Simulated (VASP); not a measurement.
# NaH (Fm-3m) in VASP: notebook

Runs on NaH. Level: PBE. Tasks: single point.

Everything below comes from runs of VASP 6.6.1. Logs are shortened: lines on timing, memory, paths and dates and some standing lists are left out, and cuts for length are marked.

## (1) The cell of the first run

It takes space group Fm-3m (No. 225, cubic). Conventional cell: a = 4.631 Å, b = 4.631 Å, c = 4.631 Å, α = 90.00°, β = 90.00°, γ = 90.00°. Na (site symmetry m-3m) has 6 H at 2.32 Å within 3.1 Å. Within 3.1 Å of H (site symmetry m-3m) lie 6 Na at 2.32 Å.

## (2) Single point, PBE (volume scaled by 0.88)

Contents of INCAR:

```
SYSTEM = NaH
PREC = Accurate
ENCUT = 520
EDIFF = 1E-6
ISMEAR = 0
SIGMA = 0.02
LREAL = .FALSE.
LASPH = .TRUE.
NELM = 80
ALGO = Normal
ISIF = 2
LWAVE = .FALSE.
LCHARG = .FALSE.
GGA = PE
NBANDS = 11
```

Contents of KPOINTS:

```
regular mesh
0
G
  8 8 8
  0 0 0
```

Contents of POSCAR:

```
NaH
1.0
    0.0000000000      2.3152527146      2.3152527146
    2.3152527146      0.0000000000      2.3152527146
    2.3152527146      2.3152527146      0.0000000000
Na H
1 1
Direct
    0.0000000000      0.0000000000      0.0000000000
    0.5000000000      0.5000000000      0.5000000000
```

Potentials or basis: VASP PAW PBE potentials, release 64 (Na_pv, H).

Launch:

```
cat potpaw_PBE.64/Na_pv/POTCAR potpaw_PBE.64/H/POTCAR > POTCAR
mpirun -np 1 vasp_std > vasp.out
```

OUTCAR:

```text
SYSTEM = NaH
   PREC = Accurate
   ENCUT = 520
   EDIFF = 1E-6
   ISMEAR = 0
   LREAL = .FALSE.
   LASPH = .TRUE.
   NELM = 80
   ISIF = 2
   GGA = PE

 ion  position               nearest neighbor table
   1  0.000  0.000  0.000-
   2  0.500  0.500  0.500-

  LATTYP: Found a face centered cubic cell.
 ALAT       =     4.6305054292

  Lattice vectors:

 A1 = (   0.0000000000,   2.3152527146,   2.3152527146)
 A2 = (   2.3152527146,   0.0000000000,   2.3152527146)
 A3 = (   2.3152527146,   2.3152527146,   0.0000000000)

Analysis of symmetry for initial positions (statically):
=====================================================================
 Subroutine PRICEL returns:
 Original cell was already a primitive cell.

 Routine SETGRP: Setting up the symmetry group for a
 face centered cubic supercell.

 Subroutine GETGRP returns: Found 48 space group operations
 (whereof 48 operations were pure point group operations)
 out of a pool of 48 trial point group operations.

The static configuration has the point symmetry O_h .

Analysis of symmetry for dynamics (positions and initial velocities):
=====================================================================
 Subroutine PRICEL returns:
 Original cell was already a primitive cell.

 Routine SETGRP: Setting up the symmetry group for a
 face centered cubic supercell.

 Subroutine GETGRP returns: Found 48 space group operations
 (whereof 48 operations were pure point group operations)
 out of a pool of 48 trial point group operations.

The dynamic configuration has the point symmetry O_h .

 Subroutine INISYM returns: Found 48 space group operations
 (whereof 48 operations are pure point group operations),
 and found     1 'primitive' translations

----------------------------------------------------------------------------------------

                                     Primitive cell

  volume of cell :      24.8213

  direct lattice vectors                    reciprocal lattice vectors
     0.000000000  2.315252715  2.315252715    -0.215959146  0.215959146  0.215959146
     2.315252715  0.000000000  2.315252715     0.215959146 -0.215959146  0.215959146
     2.315252715  2.315252715  0.000000000     0.215959146  0.215959146 -0.215959146

  length of vectors
     3.274261789  3.274261789  3.274261789     0.374052214  0.374052214  0.374052214

  position of ions in fractional coordinates (direct lattice)
     0.000000000  0.000000000  0.000000000
     0.500000000  0.500000000  0.500000000

  ion indices of the primitive-cell ions
   primitive index   ion index
                 1           1
                 2           2

----------------------------------------------------------------------------------------

 KPOINTS: regular mesh

Automatic generation of k-mesh.
 Grid dimensions read from file:
 generate k-points for:    8    8    8

 Generating k-lattice:

  Cartesian coordinates                     Fractional coordinates (reciprocal lattice)
    -0.026994893  0.026994893  0.026994893     0.125000000  0.000000000  0.000000000
     0.026994893 -0.026994893  0.026994893     0.000000000  0.125000000  0.000000000
     0.026994893  0.026994893 -0.026994893     0.000000000  0.000000000  0.125000000

  Length of vectors
     0.046756527  0.046756527  0.046756527

  Shift w.r.t. Gamma in fractional coordinates (k-lattice)
     0.000000000  0.000000000  0.000000000

 Subroutine IBZKPT returns following result:
 ===========================================

 Found     29 irreducible k-points:

 Following reciprocal coordinates:
            Coordinates               Weight
  0.000000  0.000000  0.000000      1.000000
  0.125000  0.000000  0.000000      8.000000
  0.250000  0.000000  0.000000      8.000000
  0.375000  0.000000  0.000000      8.000000
  0.500000  0.000000  0.000000      4.000000
  0.125000  0.125000  0.000000      6.000000
[... 16 lines left out ...]
  0.500000  0.250000  0.125000     48.000000
 -0.375000  0.250000  0.125000     24.000000
 [... further k-points ...]
   k-points           NKPTS =     29   k-points in BZ     NKDIM =     29   number of bands    NBANDS=     11
   number of dos      NEDOS =    301   number of ions     NIONS =      2
   total plane-waves  NPLWV =  13824
   dimension x,y,z NGX =    24 NGY =   24 NGZ =   24
   dimension x,y,z NGXF=    48 NGYF=   48 NGZF=   48
   ions per type =               1   1
   NGX,Y,Z   is equivalent  to a cutoff of  12.19, 12.19, 12.19 a.u.
   NGXF,Y,Z  is equivalent  to a cutoff of  24.37, 24.37, 24.37 a.u.
 SYSTEM =  NaH
   PREC   = accura    normal or accurate (medium, high low for compatibility)
   ISTART =      0    job   : 0-new  1-cont  2-samecut
   ICHARG =      2    charge: 1-file 2-atom 10-const
   ISPIN  =      1    spin polarized calculation?
   LNONCOLLINEAR =      F non collinear calculations
   LSORBIT =      F    spin-orbit coupling
   LASPH  =      T    aspherical Exc in radial PAW
   ENCUT  =  520.0 eV  38.22 Ry    6.18 a.u.   6.09  6.09  6.09*2*pi/ulx,y,z
   NELM   =     80;   NELMIN=  2; NELMDL= -5     # of ELM steps
   EDIFF  = 0.1E-05   stopping-criterion for ELM
   LREAL  =      F    real-space projection
   EDIFFG = 0.1E-04   stopping-criterion for IOM
   NSW    =      0    number of steps for IOM
   IBRION =     -1    ionic relax: 0-MD 1-quasi-New 2-CG
   NFREE  =      0    steps in history (QN), initial steepest desc. (CG)
   ISIF   =      2    stress and relaxation
   ISYM   =      2    0-nonsym 1-usesym 2-fastsym
   POTIM  = 0.5000    time-step for ionic-motion
   TEBEG  =    0.0;   TEEND  =   0.0 temperature during run
   PSTRESS=    0.0 pullay stress
   NELECT =       8.0000    total number of electrons
   NUPDOWN=      -1.0000    fix difference up-down
   EMIN   =  10.00;   EMAX   =-10.00  energy-range for DOS
   EFERMI =   0.00;   METHOD = LEGACY
   ISMEAR =     0;   SIGMA  =   0.02  broadening in eV -4-tet -1-fermi 0-gaus
   EFERMI_NEDOS =   21; number of points for ismear=-14 and -15
   IALGO  =     38    algorithm
   IMIX   =      4    mixing-type and parameters
     AMIX     =   0.40;   BMIX     =  1.00
     AMIX_MAG =   1.60;   BMIX_MAG =  1.00
  volume/ion in A,a.u.               =      12.41        83.75
  Fermi-wavevector in a.u.,A,eV,Ry     =   1.122440  2.121104 17.141590  1.259871
  Thomas-Fermi vector in A             =   2.259100
   LORBIT       =      0    0 simple, 1 ext, 2 COOP (PROOUT), +10 PAW based schemes
   GGA     = PE    functional components
   LHFCALC =     F    Hartree Fock is set to
   AEXX    =    0.0000 exact exchange contribution
   IVDW    =     0    specifies the selected vdW correction
   LEPSILON=     F    determine dielectric tensor
   LRPA    =     F    only Hartree local field effects (RPA)
 non-spin polarized calculation
 Gauss-broadening in eV      SIGMA  =   0.02
  energy-cutoff  :      520.00
  volume of cell :       24.82
 maximum number of plane-waves:       692
   NGX = 13   NGY = 13   NGZ = 13

 number of electron       7.9999996 magnetization

 Free energy of the ion-electron system (eV)
  ---------------------------------------------------
  ext. energy  EPLUGINS =         0.00000000
  ---------------------------------------------------
  free energy    TOTEN  =        -5.05071486 eV

  energy without entropy =       -5.05071486  energy(sigma->0) =       -5.05071486

 E-fermi :  -0.4650     XC(G=0):  -8.2109

 val. band max:       -0.6741828759   @ k =  -0.2500   0.5000   0.2500
 cond. band min:       3.3061611297   @ k =   0.5000   0.0000   0.0000
 fundamental gap:      3.9803440055
 Fermi energy:        -0.4650479814

 k-point     1 :       0.0000    0.0000    0.0000
  band No.  band energies     occupation
      1     -22.5646      2.00000
      2     -22.5646      2.00000
      3     -22.5646      2.00000
      4      -4.6634      2.00000
      5      10.9267      0.00000
      6      15.9075      0.00000
      7      15.9075      0.00000
      8      15.9076      0.00000
      9      17.1004      0.00000
     10      17.1004      0.00000
     11      17.1004      0.00000

 k-point     2 :       0.1250    0.0000    0.0000
  band No.  band energies     occupation
      1     -22.5862      2.00000
      2     -22.5671      2.00000
      3     -22.5671      2.00000
      4      -4.3650      2.00000
      5       9.8595      0.00000
      6      13.2133      0.00000
      7      15.1264      0.00000
      8      15.1264      0.00000
      9      17.9875      0.00000
     10      17.9875      0.00000
     11      18.2581      0.00000

 k-point     3 :       0.2500    0.0000    0.0000
  band No.  band energies     occupation
      1     -22.6377      2.00000
      2     -22.5730      2.00000
      3     -22.5730      2.00000
      4      -3.5183      2.00000
      5       7.1654      0.00000
      6      11.7669      0.00000
      7      14.2624      0.00000
      8      14.2624      0.00000
      9      18.0474      0.00000
     10      18.0474      0.00000
     11      19.6718      0.00000

 k-point     4 :       0.3750    0.0000    0.0000
  band No.  band energies     occupation
      1     -22.6882      2.00000
      2     -22.5789      2.00000
      3     -22.5789      2.00000
      4      -2.3317      2.00000
      5       4.5463      0.00000
      6      11.1879      0.00000
      7      13.7135      0.00000
      8      13.7135      0.00000
      9      17.3955      0.00000
     10      17.3955      0.00000
     11      20.0550      0.00000
[... 239 lines left out ...]
 k-point    22 :       0.3750    0.2500    0.1250
  band No.  band energies     occupation
      1     -22.6491      2.00000
      2     -22.5977      2.00000
      3     -22.5810      2.00000
      4      -2.8420      2.00000
      5       6.7830      0.00000
      6       9.1180      0.00000
      7      12.5044      0.00000
      8      15.4517      0.00000
      9      16.1005      0.00000
     10      18.8585      0.00000
     11      21.6740      0.00000

 k-point    23 :       0.5000    0.2500    0.1250
  band No.  band energies     occupation
      1     -22.6753      2.00000
      2     -22.6123      2.00000
      3     -22.5885      2.00000
      4      -1.8002      2.00000
      5       5.1066      0.00000
      6       7.9189      0.00000
      7      11.5911      0.00000
      8      15.5791      0.00000
      9      16.8435      0.00000
     10      19.0889      0.00000
     11      21.4336      0.00000

 k-point    24 :      -0.3750    0.2500    0.1250
  band No.  band energies     occupation
      1     -22.6864      2.00000
      2     -22.6168      2.00000
      3     -22.5927      2.00000
      4      -1.1918      2.00000
      5       4.1552      0.00000
      6       7.6589      0.00000
      7      11.2164      0.00000
      8      15.5359      0.00000
      9      16.7127      0.00000
     10      20.2116      0.00000
     11      22.4942      0.00000

 [... further k-points ...]

------------------------ aborting loop because EDIFF is reached ----------------------------------------

  FORCE on cell =-STRESS in cart. coord.  units (eV):
  Direction    XX          YY          ZZ          XY          YZ          ZX
  --------------------------------------------------------------------------------------
  -------------------------------------------------------------------------------------
  Total        0.5819954      0.5819954      0.5819954      0.0000000     -0.0000000      0.0000000
  in kB       37.5668627     37.5668627     37.5668627      0.0000000     -0.0000000      0.0000000
  external PRESSURE =      37.5668627 kB  Pullay stress =       0.0000000 kB

 VOLUME and BASIS-vectors are now :
 -----------------------------------------------------------------------------
  energy-cutoff  :      520.00
  volume of cell :       24.82
      direct lattice vectors                 reciprocal lattice vectors
     0.000000000  2.315252715  2.315252715    -0.215959146  0.215959146  0.215959146
     2.315252715  0.000000000  2.315252715     0.215959146 -0.215959146  0.215959146
     2.315252715  2.315252715  0.000000000     0.215959146  0.215959146 -0.215959146

 POSITION                                       TOTAL-FORCE (eV/Angst)
 -----------------------------------------------------------------------------------
      0.00000      0.00000      0.00000         0.000000      0.000000      0.000000
      2.31525      2.31525      2.31525         0.000000      0.000000     -0.000000
 -----------------------------------------------------------------------------------
    total drift:                                0.000000     -0.000000     -0.000000

  FREE ENERGIE OF THE ION-ELECTRON SYSTEM (eV)
  ---------------------------------------------------
  free  energy   TOTEN  =        -5.0507148576 eV

  energy  without entropy=       -5.0507148576  energy(sigma->0) =       -5.05071486
```

Wall time 7.8 s (1 thread of Intel Xeon 8259CL, shared host); peak memory 0.13 GiB.

Results:

- Free energy: -5.0507 eV
- Pressure: 3.8 GPa
- Band gap on the k mesh: 3.98 eV, indirect (least direct gap 4.89 eV)

## (3) Single point, PBE (volume scaled by 0.94)

Contents of INCAR:

```
SYSTEM = NaH
PREC = Accurate
ENCUT = 520
EDIFF = 1E-6
ISMEAR = 0
SIGMA = 0.02
LREAL = .False.
LASPH = .True.
NELM = 60
ALGO = Normal
ISIF = 2
LWAVE = .False.
LCHARG = .False.
GGA = PE
NBANDS = 11
```

Contents of KPOINTS:

```
Automatic mesh
0
Gamma
  8 8 8
  0 0 0
```

Contents of POSCAR:

```
NaH
1.0
    0.0000000000      2.3667195372      2.3667195372
    2.3667195372      0.0000000000      2.3667195372
    2.3667195372      2.3667195372      0.0000000000
Na H
1 1
Direct
    0.0000000000      0.0000000000      0.0000000000
    0.5000000000      0.5000000000      0.5000000000
```

Potentials or basis: VASP PAW PBE potentials, release 64 (Na_pv, H).

Launch:

```
cat potpaw_PBE.64/Na_pv/POTCAR potpaw_PBE.64/H/POTCAR > POTCAR
mpirun -np 1 vasp_std > vasp.out
```

Run time: 14 s. Hardware: 1 thread of Intel Xeon 8259CL, shared host; peak memory 0.15 GiB.

The run converged. Its results:

```yaml
Free_energy: -5.0791 eV
Pressure: 1.6 GPa
Band_gap_on_the_k_mesh: 3.87 eV, indirect (least direct gap 4.75 eV)
```

Levels at points of the mesh, in eV from the valence-band top:
```tsv
k point	band 1	band 2	band 3	band 4	band 5	band 6	band 7	band 8	band 9
(0.00, 0.00, 0.00)	-22.00	-22.00	-22.00	-3.80	10.98	16.07	16.07	16.07	17.09
(0.50, 0.00, 0.00)	-22.11	-22.01	-22.01	-0.89	3.87	11.22	13.77	13.77	17.05
(0.50, 0.50, 0.00)	-22.10	-22.03	-22.03	-0.19	4.76	10.27	11.07	11.07	12.42
```

 A k mesh can miss the band edges.
